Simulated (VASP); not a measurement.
# CuO (C2/c) in VASP: single point with PBE+U

Aim: the single point of CuO with PBE+U.

All numbers are computed with VASP 6.6.1; they aren't measurements. Logs are shortened: lines on timing, memory, paths and dates and some standing lists are left out, and cuts for length are marked.

## 1. The cell of the first run

Symmetry: C2/c, No. 15, monoclinic system. The conventional cell has a = 4.683 Å, b = 3.420 Å, c = 5.124 Å, α = 90.00°, β = 99.71°, γ = 90.00°. O (site symmetry 2) has 6 Cu at 1.95 to 2.78 Å and 6 O at 2.62 to 2.90 Å within 2.9 Å. Within 2.6 Å of Cu (site symmetry -1) lie 4 O at 1.95 to 1.96 Å.

## 2. Single point, PBE+U, collinear spin

Input file INCAR:

```
SYSTEM = CuO
  ALGO = Normal
  EDIFF = 1E-6
  ENCUT = 700
  GGA = PE
  GGA_COMPAT = .False.
  ISIF = 2
  ISMEAR = -1
  ISPIN = 2
  ISYM = 0
  LASPH = .True.
  LCHARG = .False.
  LDAU = .True.
  LDAUJ = 0 0
  LDAUL = -1 2
  LDAUPRINT = 1
  LDAUTYPE = 2
  LDAUU = 0 4
  LMAXMIX = 4
  LORBIT = 11
  LREAL = .False.
  LWAVE = .False.
  MAGMOM = 0 0 0.58 -0.58
  NBANDS = 37
  NELM = 200
  PREC = Accurate
  SIGMA = 0.1
```

Input file KPOINTS:

```
k-points
0
Gamma
  7 7 4
  0 0 0
```

Input file POSCAR:

```
CuO
1.0
    2.3415000000     -1.7101500000      0.0000000000
    2.3415000000      1.7101500000      0.0000000000
   -0.8640400000      0.0000000000      5.0511300000
O Cu
2 2
Direct
    0.5830000000      0.4170000000      0.2500000000
    0.4170000000      0.5830000000      0.7500000000
    0.0000000000      0.5000000000      0.0000000000
    0.5000000000      0.0000000000      0.5000000000
```

Potentials or basis: VASP PAW PBE potentials, release 64 (O, Cu_sv_GW).

On the command line:

```bash
$ cat potpaw_PBE.64/O/POTCAR potpaw_PBE.64/Cu_sv_GW/POTCAR > POTCAR
$ mpirun -np 1 vasp_std > vasp.out
```

OUTCAR:

```text
SYSTEM = CuO
   EDIFF = 1E-6
   ENCUT = 700
   GGA = PE
   ISIF = 2
   ISMEAR = -1
   ISPIN = 2
   ISYM = 0
   LASPH = .True.
   LORBIT = 11
   LREAL = .False.
   NELM = 200
   PREC = Accurate

 ion  position               nearest neighbor table
   1  0.583  0.417  0.250-   4 1.95   3 1.95   4 1.96   3 1.96
   2  0.417  0.583  0.750-   3 1.95   4 1.95   4 1.96   3 1.96
   3  0.000  0.500  0.000-   1 1.95   2 1.95   2 1.96   1 1.96
   4  0.500  0.000  0.500-   2 1.95   1 1.95   2 1.96   1 1.96

IMPORTANT INFORMATION: All symmetrisations will be switched off!
NOSYMM: (Re-)initialisation of all symmetry stuff for point group C_1.

----------------------------------------------------------------------------------------

                                     Primitive cell

  volume of cell :      40.4526

  direct lattice vectors                    reciprocal lattice vectors
     2.341500000 -1.710150000  0.000000000     0.213538330 -0.292372014  0.036527601
     2.341500000  1.710150000  0.000000000     0.213538330  0.292372014  0.036527601
    -0.864040000  0.000000000  5.051130000     0.000000000  0.000000000  0.197975503

  length of vectors
     2.899523284  2.899523284  5.124497966     0.363887728  0.363887728  0.197975503

  position of ions in fractional coordinates (direct lattice)
     0.583000000  0.417000000  0.250000000
     0.417000000  0.583000000  0.750000000
     0.000000000  0.500000000  0.000000000
     0.500000000  0.000000000  0.500000000

  ion indices of the primitive-cell ions
   primitive index   ion index
                 1           1
                 2           2
                 3           3
                 4           4

----------------------------------------------------------------------------------------

 KPOINTS: k-points

Automatic generation of k-mesh.
 Grid dimensions read from file:
 generate k-points for:    7    7    4

 Generating k-lattice:

  Cartesian coordinates                     Fractional coordinates (reciprocal lattice)
     0.030505476 -0.041767431  0.005218229     0.142857143  0.000000000 -0.000000000
     0.030505476  0.041767431  0.005218229     0.000000000  0.142857143 -0.000000000
     0.000000000  0.000000000  0.049493876     0.000000000  0.000000000  0.250000000

  Length of vectors
     0.051983961  0.051983961  0.049493876

  Shift w.r.t. Gamma in fractional coordinates (k-lattice)
     0.000000000  0.000000000  0.000000000

 Subroutine IBZKPT returns following result:
 ===========================================

 Found     99 irreducible k-points:

 Following reciprocal coordinates:
            Coordinates               Weight
  0.000000  0.000000  0.000000      1.000000
  0.142857 -0.000000  0.000000      2.000000
  0.000000 -0.142857 -0.000000      2.000000
  0.285714 -0.000000 -0.000000      2.000000
  0.000000 -0.285714  0.000000      2.000000
[... 91 lines left out ...]
 -0.0068 -0.0140  0.0003  0.9694 -0.0075
  0.0025  0.0052 -0.0014 -0.0075  0.9498

spin component  2

  0.9275 -0.0357  0.0109  0.0381 -0.0124
 -0.0357  0.7583  0.0029  0.2594 -0.0850
  0.0109  0.0029  0.9492 -0.0025 -0.0005
  0.0381  0.2594 -0.0025  0.5889  0.1184
 -0.0124 -0.0850 -0.0005  0.1184  0.9092

 occupancies and eigenvectors

  o =  0.3569  v =  0.0000  0.0000  0.0000  0.0000  0.0000 -0.0930 -0.5656  0.0075  0.7784 -0.2560      0.0000  0.0000  0.0000  0.0000  0.0000  0.0000  0.0000  0.0000  0.0000  0.0000
  o =  0.9253  v =  0.0000  0.0000  0.0000  0.0000  0.0000  0.8634  0.1960 -0.3987  0.2149 -0.1050      0.0000  0.0000  0.0000  0.0000  0.0000  0.0000  0.0000  0.0000  0.0000  0.0000
  o =  0.9294  v =  0.8606  0.1973 -0.4104  0.1981 -0.1130  0.0000  0.0000  0.0000  0.0000  0.0000      0.0000  0.0000  0.0000  0.0000  0.0000  0.0000  0.0000  0.0000  0.0000  0.0000
  o =  0.9472  v = -0.0929 -0.0145 -0.1137 -0.3464 -0.9264  0.0000  0.0000  0.0000  0.0000  0.0000      0.0000  0.0000  0.0000  0.0000  0.0000  0.0000  0.0000  0.0000  0.0000  0.0000
  o =  0.9477  v =  0.0000  0.0000  0.0000  0.0000  0.0000  0.0944 -0.6946 -0.3821 -0.5614 -0.2178      0.0000  0.0000  0.0000  0.0000  0.0000  0.0000  0.0000  0.0000  0.0000  0.0000
  o =  0.9481  v =  0.0000  0.0000  0.0000  0.0000  0.0000  0.1526 -0.3258 -0.0272  0.0872  0.9286      0.0000  0.0000  0.0000  0.0000  0.0000  0.0000  0.0000  0.0000  0.0000  0.0000
  o =  0.9482  v =  0.1389 -0.8056 -0.3496 -0.4135  0.1962  0.0000  0.0000  0.0000  0.0000  0.0000      0.0000  0.0000  0.0000  0.0000  0.0000  0.0000  0.0000  0.0000  0.0000  0.0000
  o =  0.9546  v = -0.4658  0.2556 -0.8342  0.1016  0.1071  0.0000  0.0000  0.0000  0.0000  0.0000      0.0000  0.0000  0.0000  0.0000  0.0000  0.0000  0.0000  0.0000  0.0000  0.0000
  o =  0.9550  v =  0.0000  0.0000  0.0000  0.0000  0.0000 -0.4623  0.2304 -0.8332  0.1588  0.1175      0.0000  0.0000  0.0000  0.0000  0.0000  0.0000  0.0000  0.0000  0.0000  0.0000
  o =  0.9816  v =  0.1206  0.4965  0.0220 -0.8121  0.2810  0.0000  0.0000  0.0000  0.0000  0.0000      0.0000  0.0000  0.0000  0.0000  0.0000  0.0000  0.0000  0.0000  0.0000  0.0000

atom =   4  type =  2  l = 2

 onsite density matrix

spin component  1

  0.9275 -0.0357 -0.0109 -0.0381  0.0124
 -0.0357  0.7583 -0.0029 -0.2594  0.0850
 -0.0109 -0.0029  0.9492 -0.0025 -0.0005
 -0.0381 -0.2594 -0.0025  0.5889  0.1184
  0.0124  0.0850 -0.0005  0.1184  0.9092

spin component  2

  0.9362 -0.0020 -0.0092  0.0068 -0.0025
 -0.0020  0.9561 -0.0005  0.0140 -0.0052
 -0.0092 -0.0005  0.9495  0.0003 -0.0014
  0.0068  0.0140  0.0003  0.9694 -0.0075
 -0.0025 -0.0052 -0.0014 -0.0075  0.9498

 occupancies and eigenvectors

  o =  0.3569  v =  0.0930  0.5656  0.0075  0.7784 -0.2560  0.0000  0.0000  0.0000  0.0000  0.0000      0.0000  0.0000  0.0000  0.0000  0.0000  0.0000  0.0000  0.0000  0.0000  0.0000
  o =  0.9253  v =  0.8634  0.1959  0.3987 -0.2148  0.1050  0.0000  0.0000  0.0000  0.0000  0.0000      0.0000  0.0000  0.0000  0.0000  0.0000  0.0000  0.0000  0.0000  0.0000  0.0000
  o =  0.9294  v =  0.0000  0.0000  0.0000  0.0000  0.0000  0.8606  0.1973  0.4104 -0.1981  0.1130      0.0000  0.0000  0.0000  0.0000  0.0000  0.0000  0.0000  0.0000  0.0000  0.0000
  o =  0.9472  v =  0.0000  0.0000  0.0000  0.0000  0.0000  0.0929  0.0145 -0.1137 -0.3464 -0.9264      0.0000  0.0000  0.0000  0.0000  0.0000  0.0000  0.0000  0.0000  0.0000  0.0000
  o =  0.9477  v = -0.0944  0.6946 -0.3821 -0.5614 -0.2179  0.0000  0.0000  0.0000  0.0000  0.0000      0.0000  0.0000  0.0000  0.0000  0.0000  0.0000  0.0000  0.0000  0.0000  0.0000
  o =  0.9481  v = -0.1526  0.3259 -0.0273  0.0871  0.9285  0.0000  0.0000  0.0000  0.0000  0.0000      0.0000  0.0000  0.0000  0.0000  0.0000  0.0000  0.0000  0.0000  0.0000  0.0000
  o =  0.9482  v =  0.0000  0.0000  0.0000  0.0000  0.0000  0.1389 -0.8056  0.3496  0.4135 -0.1962      0.0000  0.0000  0.0000  0.0000  0.0000  0.0000  0.0000  0.0000  0.0000  0.0000
  o =  0.9546  v =  0.0000  0.0000  0.0000  0.0000  0.0000  0.4658 -0.2556 -0.8342  0.1016  0.1071      0.0000  0.0000  0.0000  0.0000  0.0000  0.0000  0.0000  0.0000  0.0000  0.0000
  o =  0.9550  v = -0.4623  0.2304  0.8332 -0.1588 -0.1175  0.0000  0.0000  0.0000  0.0000  0.0000      0.0000  0.0000  0.0000  0.0000  0.0000  0.0000  0.0000  0.0000  0.0000  0.0000
  o =  0.9816  v =  0.0000  0.0000  0.0000  0.0000  0.0000 -0.1206 -0.4965  0.0220 -0.8121  0.2811      0.0000  0.0000  0.0000  0.0000  0.0000  0.0000  0.0000  0.0000  0.0000  0.0000

 number of electron      49.9999994 magnetization      -0.0000002

 Free energy of the ion-electron system (eV)
  ---------------------------------------------------
  ext. energy  EPLUGINS =         0.00000000
  ---------------------------------------------------
  free energy    TOTEN  =       -16.63410653 eV

  energy without entropy =      -16.63267624  energy(sigma->0) =      -16.63339138

 E-fermi :   5.7312     XC(G=0): -12.2527

 val. band max:        5.3317104413   @ k =   0.0000   0.0000   0.0000
 cond. band min:       6.1176145011   @ k =  -0.1429  -0.2857   0.5000
 fundamental gap:      0.7859040597
 Fermi energy:         5.7312187531

 spin component 1

 k-point     1 :       0.0000    0.0000    0.0000
  band No.  band energies     occupation
      1    -107.1466      1.00000
      2    -106.3130      1.00000
      3     -64.9023      1.00000
      4     -64.8767      1.00000
      5     -63.8220      1.00000
      6     -63.8140      1.00000
[... 1913 lines left out ...]
     36      23.7794      0.00000
     37      23.9426      0.00000

 [... further k-points ...]

------------------------ aborting loop because EDIFF is reached ----------------------------------------

  FORCE on cell =-STRESS in cart. coord.  units (eV):
  Direction    XX          YY          ZZ          XY          YZ          ZX
  --------------------------------------------------------------------------------------
  -------------------------------------------------------------------------------------
  Total        0.7751808      0.8909085      1.0872782      0.0001855      0.0000824     -0.0608917
  in kB       30.7020025     35.2855410     43.0630058      0.0073452      0.0032621     -2.4116902
  external PRESSURE =      36.3501831 kB  Pullay stress =       0.0000000 kB

 VOLUME and BASIS-vectors are now :
 -----------------------------------------------------------------------------
  energy-cutoff  :      700.00
  volume of cell :       40.45
      direct lattice vectors                 reciprocal lattice vectors
     2.341500000 -1.710150000  0.000000000     0.213538330 -0.292372014  0.036527601
     2.341500000  1.710150000  0.000000000     0.213538330  0.292372014  0.036527601
    -0.864040000  0.000000000  5.051130000     0.000000000  0.000000000  0.197975503

 POSITION                                       TOTAL-FORCE (eV/Angst)
 -----------------------------------------------------------------------------------
      2.12549     -0.28388      1.26278         0.000023      0.020366     -0.000100
      1.69347      0.28388      3.78835         0.000044     -0.020436     -0.000173
      1.17075      0.85508      0.00000        -0.000332     -0.000202      0.000142
      0.73873     -0.85508      2.52556         0.000265      0.000272      0.000130
 -----------------------------------------------------------------------------------
    total drift:                               -0.000149      0.000163      0.000559

  FREE ENERGIE OF THE ION-ELECTRON SYSTEM (eV)
  ---------------------------------------------------
  free  energy   TOTEN  =       -16.6341065264 eV

  energy  without entropy=      -16.6326762419  energy(sigma->0) =      -16.63339138

 total charge

# of ion       s       p       d       f       tot
--------------------------------------------------
    1        1.557   3.443   0.000   0.000   5.000
    2        1.557   3.443   0.000   0.000   5.000
    3        2.242   6.379   8.868   0.013  17.501
    4        2.242   6.379   8.868   0.013  17.501
--------------------------------------------------
tot          7.599  19.644  17.735   0.026  45.004

 magnetization (x)

# of ion       s       p       d       f       tot
--------------------------------------------------
    1       -0.000  -0.000   0.000   0.000  -0.000
    2       -0.000  -0.000   0.000   0.000  -0.000
    3       -0.004  -0.007   0.628   0.000   0.618
    4        0.004   0.007  -0.628  -0.000  -0.618
--------------------------------------------------
tot         -0.000  -0.000   0.000   0.000  -0.000
```

Wall time 5.6 min (1 thread of Intel Xeon 6975P-C (Granite Rapids), shared host); peak memory 0.48 GiB.

Results:

| Quantity | Value |
| --- | --- |
| Free energy | -16.6341 eV |
| Pressure | 3.6 GPa |
| Largest force | 0.020 eV/Å |
| Band gap on the k mesh | 0.79 eV (least direct gap 1.03 eV) |
| Net moment | 0.00 μB per cell |
| Site moments | O -0.00; Cu +0.62, -0.62 μB |
| Valence electrons inside the program's atomic spheres | O 5.00; Cu 17.50 |

Forces on the atoms (eV/Å):
```
O    0.000  0.020  0.000
O    0.000 -0.020  0.000
Cu   0.000  0.000  0.000
Cu   0.000  0.000  0.000
```

Stress tensor (GPa, compression positive):
```
 3.07  0.00 -0.24
 0.00  3.53  0.00
-0.24  0.00  4.31
```

Levels at points of the mesh, in eV from the valence-band top:
Spin up:
```
           k point  band 22  band 23  band 24  band 25  band 26  band 27  band 28  band 29
(0.00, 0.00, 0.00)    -2.49    -2.31    -1.97     0.00     1.91     2.07     6.49     8.62
(0.00, 0.00, 0.50)    -2.88    -1.59    -1.57    -0.35     1.77     4.26     4.36    12.08
```
Spin down:
```
           k point  band 23  band 24  band 25  band 26  band 27  band 28
(0.00, 0.00, 0.00)    -2.31    -1.97     0.00     1.91     2.07     6.49
(0.00, 0.00, 0.50)    -1.59    -1.57    -0.35     1.77     4.26     4.36
```

Eigenvalues of the final occupation matrices:
```csv
site,spin,trace,eigenvalues
site 3 d,1,4.76,0.93 0.95 0.95 0.95 0.98
site 3 d,2,4.13,0.36 0.93 0.95 0.95 0.95
site 4 d,1,4.13,0.36 0.93 0.95 0.95 0.95
site 4 d,2,4.76,0.93 0.95 0.95 0.95 0.98
```

Caveat: the cell stands under pressure; semilocal functionals underestimate gaps, and a narrow one can read as zero. A k mesh can miss the band edges.
